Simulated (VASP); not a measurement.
Here is a VASP 6.6.1 calculation.

The input INCAR:

```
PREC = Accurate
ENCUT = 500
EDIFF = 1E-6
ISMEAR = 1
SIGMA = 0.06802846561497
LREAL = F
LASPH = T
NELM = 120
ALGO = Normal
ISIF = 2
LWAVE = F
LCHARG = F
GGA = RP
NBANDS = 28
GGA_COMPAT = F
```

The input KPOINTS:

```
Automatic mesh
0
Gamma
  4 4 4
```

POSCAR

```
Ca3AsP
1.0
    5.3338990000      0.0000000000      0.0000000000
    0.0000000000      5.3338990000      0.0000000000
    0.0000000000      0.0000000000      5.3338990000
Ca P As
3 1 1
Direct
    0.0000000000      0.5000000000      0.5000000000
    0.5000000000      0.0000000000      0.5000000000
    0.5000000000      0.5000000000      0.0000000000
    0.5000000000      0.5000000000      0.5000000000
    0.0000000000      0.0000000000      0.0000000000
```

Potentials or basis: VASP PAW PBE potentials, release 64 (Ca_sv, P, As).

Command:

```console
$ cat potpaw_PBE.64/Ca_sv/POTCAR potpaw_PBE.64/P/POTCAR potpaw_PBE.64/As/POTCAR > POTCAR
$ mpirun -np 1 vasp_std > vasp.out
```

Task: What does it give for the pressure?

Result: 1.3 GPa.

Task: Predict the band gap on the k mesh.

Result: 0.29 eV.

Caveat: the PAW data sets were made with another functional, which shifts forces and pressure a little.
